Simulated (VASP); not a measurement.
# Ta (Im-3m) in VASP: notebook

Ta is run at these levels: PBE; tasks: single point.

Everything below comes from runs of VASP 6.6.1. Logs are shortened: lines on timing, memory, paths and dates and some standing lists are left out, and cuts for length are marked.

## Step 1: The cell of the first run

Symmetry: Im-3m, No. 229, cubic system. Conventional cell: a = 3.303 Å, b = 3.303 Å, c = 3.303 Å, α = 90.00°, β = 90.00°, γ = 90.00°. Within 3.8 Å of Ta (site symmetry m-3m) lie 14 Ta at 2.86 to 3.30 Å.

## Step 2: Single point, PBE

Input file INCAR:

```
ALGO     = Fast           # electronic algorithm
EDIFF    = 1E-7           # SCF threshold, eV
ENCUT    = 520            # plane-wave cutoff, eV
GGA      = PE             # functional
ISIF     = 2              # what is computed and relaxed
ISMEAR   = 0              # smearing method
LASPH    = T              # aspherical terms in the spheres
LCHARG   = F              # write CHGCAR
LREAL    = F              # projectors in reciprocal space
LWAVE    = F              # write WAVECAR
NBANDS   = 12             # bands
NELM     = 60             # most SCF steps
PREC     = Accurate       # precision mode
SIGMA    = 0.014          # smearing width, eV
```

Input file KPOINTS:

```
k-points
0
Gamma
  11 11 11
```

Input file POSCAR:

```
Ta
1.0
   -1.6512800000      1.6512800000      1.6512800000
    1.6512800000     -1.6512800000      1.6512800000
    1.6512800000      1.6512800000     -1.6512800000
Ta
1
Direct
    0.0000000000      0.0000000000      0.0000000000
```

Potentials or basis: VASP PAW PBE potentials, release 64 (Ta_pv).

On the command line:

```sh
cat potpaw_PBE.64/Ta_pv/POTCAR > POTCAR
mpirun -np 1 vasp_std > vasp.out
```

OUTCAR:

```text
EDIFF = 1E-7
   ENCUT = 520
   GGA = PE
   ISIF = 2
   ISMEAR = 0
   LASPH = T
   LREAL = F
   NELM = 60
   PREC = Accurate

 ion  position               nearest neighbor table
   1  0.000  0.000  0.000-

  LATTYP: Found a body centered cubic cell.
 ALAT       =     3.3025600000

  Lattice vectors:

 A1 = (  -1.6512800000,   1.6512800000,   1.6512800000)
 A2 = (   1.6512800000,  -1.6512800000,   1.6512800000)
 A3 = (   1.6512800000,   1.6512800000,  -1.6512800000)

Analysis of symmetry for initial positions (statically):
=====================================================================
 Subroutine PRICEL returns:
 Original cell was already a primitive cell.

 Routine SETGRP: Setting up the symmetry group for a
 body centered cubic supercell.

 Subroutine GETGRP returns: Found 48 space group operations
 (whereof 48 operations were pure point group operations)
 out of a pool of 48 trial point group operations.

The static configuration has the point symmetry O_h .

Analysis of symmetry for dynamics (positions and initial velocities):
=====================================================================
 Subroutine PRICEL returns:
 Original cell was already a primitive cell.

 Routine SETGRP: Setting up the symmetry group for a
 body centered cubic supercell.

 Subroutine GETGRP returns: Found 48 space group operations
 (whereof 48 operations were pure point group operations)
 out of a pool of 48 trial point group operations.

The dynamic configuration has the point symmetry O_h .

 Subroutine INISYM returns: Found 48 space group operations
 (whereof 48 operations are pure point group operations),
 and found     1 'primitive' translations

----------------------------------------------------------------------------------------

                                     Primitive cell

  volume of cell :      18.0104

  direct lattice vectors                    reciprocal lattice vectors
    -1.651280000  1.651280000  1.651280000     0.000000000  0.302795407  0.302795407
     1.651280000 -1.651280000  1.651280000     0.302795407  0.000000000  0.302795407
     1.651280000  1.651280000 -1.651280000     0.302795407  0.302795407  0.000000000

  length of vectors
     2.860100858  2.860100858  2.860100858     0.428217371  0.428217371  0.428217371

  position of ions in fractional coordinates (direct lattice)
     0.000000000  0.000000000  0.000000000

  ion indices of the primitive-cell ions
   primitive index   ion index
                 1           1

----------------------------------------------------------------------------------------

 KPOINTS: k-points

Automatic generation of k-mesh.
 Grid dimensions read from file:
 generate k-points for:   11   11   11

 Generating k-lattice:

  Cartesian coordinates                     Fractional coordinates (reciprocal lattice)
     0.000000000  0.027526855  0.027526855     0.090909091  0.000000000  0.000000000
     0.027526855  0.000000000  0.027526855     0.000000000  0.090909091  0.000000000
     0.027526855  0.027526855  0.000000000     0.000000000  0.000000000  0.090909091

  Length of vectors
     0.038928852  0.038928852  0.038928852

  Shift w.r.t. Gamma in fractional coordinates (k-lattice)
     0.000000000  0.000000000  0.000000000

 Subroutine IBZKPT returns following result:
 ===========================================

 Found     56 irreducible k-points:

 Following reciprocal coordinates:
            Coordinates               Weight
  0.000000  0.000000  0.000000      1.000000
  0.090909  0.000000  0.000000     12.000000
  0.181818  0.000000  0.000000     12.000000
  0.272727  0.000000  0.000000     12.000000
  0.363636  0.000000  0.000000     12.000000
  0.454545  0.000000  0.000000     12.000000
[... 16 lines left out ...]
  0.272727  0.181818  0.090909     48.000000
  0.363636  0.181818  0.090909     24.000000
 [... further k-points ...]
   k-points           NKPTS =     56   k-points in BZ     NKDIM =     56   number of bands    NBANDS=     12
   number of dos      NEDOS =    301   number of ions     NIONS =      1
   total plane-waves  NPLWV =  13824
   dimension x,y,z NGX =    24 NGY =   24 NGZ =   24
   dimension x,y,z NGXF=    48 NGYF=   48 NGZF=   48
   ions per type =               1
   NGX,Y,Z   is equivalent  to a cutoff of  13.95, 13.95, 13.95 a.u.
   NGXF,Y,Z  is equivalent  to a cutoff of  27.90, 27.90, 27.90 a.u.
 SYSTEM =  unknown system
   PREC   = accura    normal or accurate (medium, high low for compatibility)
   ISTART =      0    job   : 0-new  1-cont  2-samecut
   ICHARG =      2    charge: 1-file 2-atom 10-const
   ISPIN  =      1    spin polarized calculation?
   LNONCOLLINEAR =      F non collinear calculations
   LSORBIT =      F    spin-orbit coupling
   LASPH  =      T    aspherical Exc in radial PAW
   ENCUT  =  520.0 eV  38.22 Ry    6.18 a.u.   5.32  5.32  5.32*2*pi/ulx,y,z
   NELM   =     60;   NELMIN=  2; NELMDL= -5     # of ELM steps
   EDIFF  = 0.1E-06   stopping-criterion for ELM
   LREAL  =      F    real-space projection
   EDIFFG = 0.1E-05   stopping-criterion for IOM
   NSW    =      0    number of steps for IOM
   IBRION =     -1    ionic relax: 0-MD 1-quasi-New 2-CG
   NFREE  =      0    steps in history (QN), initial steepest desc. (CG)
   ISIF   =      2    stress and relaxation
   ISYM   =      2    0-nonsym 1-usesym 2-fastsym
   POTIM  = 0.5000    time-step for ionic-motion
   TEBEG  =    0.0;   TEEND  =   0.0 temperature during run
   PSTRESS=    0.0 pullay stress
   NELECT =      11.0000    total number of electrons
   NUPDOWN=      -1.0000    fix difference up-down
   EMIN   =  10.00;   EMAX   =-10.00  energy-range for DOS
   EFERMI =   0.00;   METHOD = LEGACY
   ISMEAR =     0;   SIGMA  =   0.01  broadening in eV -4-tet -1-fermi 0-gaus
   EFERMI_NEDOS =   21; number of points for ismear=-14 and -15
   IALGO  =     68    algorithm
   IMIX   =      4    mixing-type and parameters
     AMIX     =   0.40;   BMIX     =  1.00
     AMIX_MAG =   1.60;   BMIX_MAG =  1.00
  volume/ion in A,a.u.               =      18.01       121.54
  Fermi-wavevector in a.u.,A,eV,Ry     =   1.388988  2.624806 26.249534  1.929286
  Thomas-Fermi vector in A             =   2.513061
   LORBIT       =      0    0 simple, 1 ext, 2 COOP (PROOUT), +10 PAW based schemes
   GGA     = PE    functional components
   LHFCALC =     F    Hartree Fock is set to
   AEXX    =    0.0000 exact exchange contribution
   IVDW    =     0    specifies the selected vdW correction
   LEPSILON=     F    determine dielectric tensor
   LRPA    =     F    only Hartree local field effects (RPA)
 non-spin polarized calculation
 RMM-DIIS sequential band-by-band and
 Gauss-broadening in eV      SIGMA  =   0.01
  energy-cutoff  :      520.00
  volume of cell :       18.01
 maximum number of plane-waves:       494
 NGX is ok and might be reduce to    24
   NGX = 11   NGY = 11   NGZ = 11

 number of electron      11.0000002 magnetization

 Free energy of the ion-electron system (eV)
  ---------------------------------------------------
  ext. energy  EPLUGINS =         0.00000000
  ---------------------------------------------------
  free energy    TOTEN  =       -11.81527695 eV

  energy without entropy =      -11.81522919  energy(sigma->0) =      -11.81525307

 E-fermi :   5.4407     XC(G=0): -12.6163

 val. band max:        5.4263356492   @ k =   0.1818   0.0000   0.0000
 cond. band min:       5.5131865269   @ k =   0.3636   0.1818   0.0909
 fundamental gap:      0.0868508776
 Fermi energy:         5.4406622779

 k-point     1 :       0.0000    0.0000    0.0000
  band No.  band energies     occupation
      1     -27.5735      2.00000
      2     -27.5735      2.00000
      3     -27.5735      2.00000
      4      -2.4301      2.00000
      5       6.2278      0.00000
      6       6.2278      0.00000
      7       6.2278      0.00000
      8       9.5000      0.00000
      9       9.5000      0.00000
     10      20.4970      0.00000
     11      20.4970      0.00000
     12      20.4970      0.00000

 k-point     2 :       0.0909    0.0000    0.0000
  band No.  band energies     occupation
      1     -27.6746      2.00000
      2     -27.6046      2.00000
      3     -27.5740      2.00000
      4      -2.0645      2.00000
      5       5.9934      0.00000
      6       6.1470      0.00000
      7       6.5885      0.00000
      8       9.1530      0.00000
      9       9.5028      0.00000
     10      20.8125      0.00000
     11      21.1381      0.00000
     12      21.4181      0.00000

 k-point     3 :       0.1818    0.0000    0.0000
  band No.  band energies     occupation
      1     -27.9385      2.00000
      2     -27.6873      2.00000
      3     -27.5755      2.00000
      4      -1.0750      2.00000
      5       5.4263      1.85216
      6       5.7660      0.00000
      7       7.6412      0.00000
      8       8.8022      0.00000
      9       9.5589      0.00000
     10      20.1962      0.00000
     11      21.2270      0.00000
     12      22.9105      0.00000
[... 286 lines left out ...]
 k-point    23 :       0.2727    0.1818    0.0909
  band No.  band energies     occupation
      1     -28.5390      2.00000
      2     -28.0296      2.00000
      3     -27.7582      2.00000
      4       2.6354      2.00000
      5       3.9670      2.00000
      6       4.8680      2.00000
      7       9.8426      0.00000
      8      10.3961      0.00000
      9      14.6679      0.00000
     10      15.8720      0.00000
     11      19.5202      0.00000
     12      20.7031      0.00000

 k-point    24 :       0.3636    0.1818    0.0909
  band No.  band energies     occupation
      1     -28.5419      2.00000
      2     -28.1078      2.00000
      3     -27.7661      2.00000
      4       2.6600      2.00000
      5       3.9069      2.00000
      6       5.5132      0.00000
      7       9.9271      0.00000
      8      10.5009      0.00000
      9      14.5988      0.00000
     10      15.6150      0.00000
     11      18.8923      0.00000
     12      20.5843      0.00000

 [... further k-points ...]
[... 5 lines left out ...]
  --------------------------------------------------------------------------------------
  -------------------------------------------------------------------------------------
  Total        0.2530271      0.2530271      0.2530271     -0.0000000      0.0000000     -0.0000000
  in kB       22.5089634     22.5089634     22.5089634     -0.0000000      0.0000000     -0.0000000
  external PRESSURE =      22.5089634 kB  Pullay stress =       0.0000000 kB

 VOLUME and BASIS-vectors are now :
 -----------------------------------------------------------------------------
  energy-cutoff  :      520.00
  volume of cell :       18.01
      direct lattice vectors                 reciprocal lattice vectors
    -1.651280000  1.651280000  1.651280000     0.000000000  0.302795407  0.302795407
     1.651280000 -1.651280000  1.651280000     0.302795407  0.000000000  0.302795407
     1.651280000  1.651280000 -1.651280000     0.302795407  0.302795407  0.000000000

 POSITION                                       TOTAL-FORCE (eV/Angst)
 -----------------------------------------------------------------------------------
      0.00000      0.00000      0.00000        -0.000000     -0.000000      0.000000
 -----------------------------------------------------------------------------------
    total drift:                                0.000000      0.000000     -0.000000

  FREE ENERGIE OF THE ION-ELECTRON SYSTEM (eV)
  ---------------------------------------------------
  free  energy   TOTEN  =       -11.8152769539 eV

  energy  without entropy=      -11.8152291868  energy(sigma->0) =      -11.81525307
```

Run time: 22 s. Hardware: 1 thread of AMD EPYC 7R43 (Zen 3), shared host; peak memory 0.11 GiB.

Results:

| Quantity | Value |
| --- | --- |
| Free energy | -11.8153 eV |
| Pressure | 2.3 GPa |

Levels at points of the mesh, in eV from the Fermi level:
```csv
k point,band 3,band 4,band 5,band 6,band 7,band 8
"(0.00, 0.00, 0.00)",-33.01,-7.87,0.79,0.79,0.79,4.06
```

Caveat: spin-orbit coupling is left out, which moves the levels of the heavy elements.

## Step 3: Single point, PBE

Input file INCAR:

```
PREC = Accurate
ENCUT = 520
EDIFF = 1E-6
ISMEAR = 0
SIGMA = 0.016
LREAL = False
LASPH = True
NELM = 100
ALGO = Normal
ISIF = 2
LWAVE = False
LCHARG = True
GGA = PE
LELF = True
LVHAR = True
NBANDS = 12
```

Input file KPOINTS:

```
regular mesh
0
Gamma
  11 11 11
```

POSCAR is that of step 2.

Potentials or basis: VASP PAW PBE potentials, release 64 (Ta_pv).

On the command line:

```sh
cat potpaw_PBE.64/Ta_pv/POTCAR > POTCAR
mpirun -np 1 vasp_std > vasp.out
```

Run time: 14 s. Hardware: 1 thread of AMD EPYC 7R43 (Zen 3), shared host; peak memory 0.11 GiB.

The run converged. Its results:

* Free energy: -11.8153 eV
* Pressure: 2.2 GPa

Levels at points of the mesh, in eV from the Fermi level:
| k point | band 1 | band 2 | band 3 | band 4 | band 5 | band 6 | band 7 | band 8 | band 9 | band 10 |
| --- | --- | --- | --- | --- | --- | --- | --- | --- | --- | --- |
| (0.00, 0.00, 0.00) | -33.02 | -33.02 | -33.02 | -7.87 | 0.78 | 0.78 | 0.78 | 4.06 | 4.06 | 14.76 |

Caveat: spin-orbit coupling is left out, which moves the levels of the heavy elements.

## Step 4: Single point, PBE

Input file INCAR:

```
SYSTEM = Ta
  ALGO = Normal
  EDIFF = 1E-6
  ENCUT = 520
  GGA = PE
  ISIF = 2
  ISMEAR = 0
  LASPH = .TRUE.
  LCHARG = .FALSE.
  LREAL = .FALSE.
  LWAVE = .FALSE.
  NBANDS = 12
  NELM = 60
  PREC = Accurate
  SIGMA = 0.017
```

Input file KPOINTS:

```
k-points
0
G
  11 11 11
  0 0 0
```

POSCAR is that of step 3.

Potentials or basis: VASP PAW PBE potentials, release 64 (Ta_pv).

On the command line:

```sh
cat potpaw_PBE.64/Ta_pv/POTCAR > POTCAR
mpirun -np 1 vasp_std > vasp.out
```

OUTCAR:

```text
SYSTEM = Ta
   EDIFF = 1E-6
   ENCUT = 520
   GGA = PE
   ISIF = 2
   ISMEAR = 0
   LASPH = .TRUE.
   LREAL = .FALSE.
   NELM = 60
   PREC = Accurate

 ion  position               nearest neighbor table
   1  0.000  0.000  0.000-

  LATTYP: Found a body centered cubic cell.
 ALAT       =     3.3025600000

  Lattice vectors:

 A1 = (  -1.6512800000,   1.6512800000,   1.6512800000)
 A2 = (   1.6512800000,  -1.6512800000,   1.6512800000)
 A3 = (   1.6512800000,   1.6512800000,  -1.6512800000)

Analysis of symmetry for initial positions (statically):
=====================================================================
 Subroutine PRICEL returns:
 Original cell was already a primitive cell.

 Routine SETGRP: Setting up the symmetry group for a
 body centered cubic supercell.

 Subroutine GETGRP returns: Found 48 space group operations
 (whereof 48 operations were pure point group operations)
 out of a pool of 48 trial point group operations.

The static configuration has the point symmetry O_h .

Analysis of symmetry for dynamics (positions and initial velocities):
=====================================================================
 Subroutine PRICEL returns:
 Original cell was already a primitive cell.

 Routine SETGRP: Setting up the symmetry group for a
 body centered cubic supercell.

 Subroutine GETGRP returns: Found 48 space group operations
 (whereof 48 operations were pure point group operations)
 out of a pool of 48 trial point group operations.

The dynamic configuration has the point symmetry O_h .

 Subroutine INISYM returns: Found 48 space group operations
 (whereof 48 operations are pure point group operations),
 and found     1 'primitive' translations

----------------------------------------------------------------------------------------
[... 115 lines left out ...]
   LORBIT       =      0    0 simple, 1 ext, 2 COOP (PROOUT), +10 PAW based schemes
   GGA     = PE    functional components
   LHFCALC =     F    Hartree Fock is set to
   AEXX    =    0.0000 exact exchange contribution
   IVDW    =     0    specifies the selected vdW correction
   LEPSILON=     F    determine dielectric tensor
   LRPA    =     F    only Hartree local field effects (RPA)
 non-spin polarized calculation
 Gauss-broadening in eV      SIGMA  =   0.02
  energy-cutoff  :      520.00
  volume of cell :       18.01
 maximum number of plane-waves:       494
 NGX is ok and might be reduce to    24
   NGX = 11   NGY = 11   NGZ = 11

 number of electron      11.0000002 magnetization

 Free energy of the ion-electron system (eV)
  ---------------------------------------------------
  ext. energy  EPLUGINS =         0.00000000
  ---------------------------------------------------
  free energy    TOTEN  =       -11.81528763 eV

  energy without entropy =      -11.81522814  energy(sigma->0) =      -11.81525788

 E-fermi :   5.4446     XC(G=0): -12.6163

 val. band max:        5.4264693147   @ k =   0.1818   0.0000   0.0000
 cond. band min:       5.5132601832   @ k =   0.3636   0.1818   0.0909
 fundamental gap:      0.0867908684
 Fermi energy:         5.4446349230

 k-point     1 :       0.0000    0.0000    0.0000
  band No.  band energies     occupation
      1     -27.5730      2.00000
      2     -27.5730      2.00000
      3     -27.5730      2.00000
      4      -2.4301      2.00000
      5       6.2279      0.00000
      6       6.2279      0.00000
      7       6.2279      0.00000
      8       9.5002      0.00000
      9       9.5002      0.00000
     10      20.1984      0.00000
     11      20.4969      0.00000
     12      20.4969      0.00000
[... 331 lines left out ...]
 k-point    24 :       0.3636    0.1818    0.0909
  band No.  band energies     occupation
      1     -28.5415      2.00000
      2     -28.1074      2.00000
      3     -27.7657      2.00000
      4       2.6601      2.00000
      5       3.9070      2.00000
      6       5.5133      0.00000
      7       9.9273      0.00000
      8      10.5011      0.00000
      9      14.5989      0.00000
     10      15.6152      0.00000
     11      18.8923      0.00000
     12      20.2034      0.00000

 [... further k-points ...]

------------------------ aborting loop because EDIFF is reached ----------------------------------------

  FORCE on cell =-STRESS in cart. coord.  units (eV):
  Direction    XX          YY          ZZ          XY          YZ          ZX
  --------------------------------------------------------------------------------------
  -------------------------------------------------------------------------------------
  Total        0.2503325      0.2503325      0.2503325     -0.0000000     -0.0000000      0.0000000
  in kB       22.2692534     22.2692534     22.2692534     -0.0000000     -0.0000000      0.0000000
  external PRESSURE =      22.2692534 kB  Pullay stress =       0.0000000 kB

 VOLUME and BASIS-vectors are now :
 -----------------------------------------------------------------------------
  energy-cutoff  :      520.00
  volume of cell :       18.01
      direct lattice vectors                 reciprocal lattice vectors
    -1.651280000  1.651280000  1.651280000     0.000000000  0.302795407  0.302795407
     1.651280000 -1.651280000  1.651280000     0.302795407  0.000000000  0.302795407
     1.651280000  1.651280000 -1.651280000     0.302795407  0.302795407  0.000000000

 POSITION                                       TOTAL-FORCE (eV/Angst)
 -----------------------------------------------------------------------------------
      0.00000      0.00000      0.00000         0.000000      0.000000      0.000000
 -----------------------------------------------------------------------------------
    total drift:                                0.000000     -0.000000      0.000000

  FREE ENERGIE OF THE ION-ELECTRON SYSTEM (eV)
  ---------------------------------------------------
  free  energy   TOTEN  =       -11.8152876306 eV

  energy  without entropy=      -11.8152281366  energy(sigma->0) =      -11.81525788
```

stdout:

```text
POSCAR found type information on POSCAR Ta
 POSCAR found :  1 types and       1 ions
 scaLAPACK will be used
 LDA part: xc-table for (Slater+PW92), standard interpolation
 POSCAR, INCAR and KPOINTS ok, starting setup
 FFT: planning ... GRIDC
 FFT: planning ... GRID_SOFT
 FFT: planning ... GRID
 WAVECAR not read
 entering main loop
```

Run time: 17 s. Hardware: 1 thread of AMD EPYC 7R43 (Zen 3), shared host; peak memory 0.11 GiB.

Results:

```
Free energy : -11.8153 eV
Pressure    : 2.2 GPa
```

Caveat: spin-orbit coupling is left out, which moves the levels of the heavy elements.

(Continued in part 2 of 2.)
